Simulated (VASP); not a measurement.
Na, 8 atoms in the cell. The structure is cubic, space group Pm-3n (No. 223). The conventional cell has a = 6.822 Å, b = 6.822 Å, c = 6.822 Å, α = 90.00°, β = 90.00°, γ = 90.00°. Within 5.0 Å of Na (site symmetry m-3) lie 12 Na at 3.81 Å. Within 4.5 Å of Na (site symmetry -4m2) lie 14 Na at 3.41 to 4.18 Å. 

```yaml
Program: VASP 6.6.1
Task: single point
Functional: RPBE
Potentials_or_basis: VASP PAW PBE potentials, release 64 (Na_pv)
Cutoff: 520 eV
k_mesh: 5 × 5 × 5
Occupations: fermi-dirac, width 0.1 eV
Spin: no spin polarisation
Dipole_correction: no
Further_INCAR_settings: ALGO = Normal; EDIFF = 1e-06; NBANDS = 38
```

Potentials or basis: VASP PAW PBE potentials, release 64 (Na_pv).

Launch:

```console
$ cat potpaw_PBE.64/Na_pv/POTCAR > POTCAR
$ mpirun -np 1 vasp_std > vasp.out
```

Hardware: 1 thread of Intel(R) Xeon(R) 6975P-C (Granite Rapids), with other jobs on the host.

**Question.** How long does it take, and how much memory?

**Answer.** Run time: 52 s on 1 thread of Intel(R) Xeon(R) 6975P-C (Granite Rapids) (shared host), peak memory 0.42 GiB. Counts: scf iterations 11, k points 10.
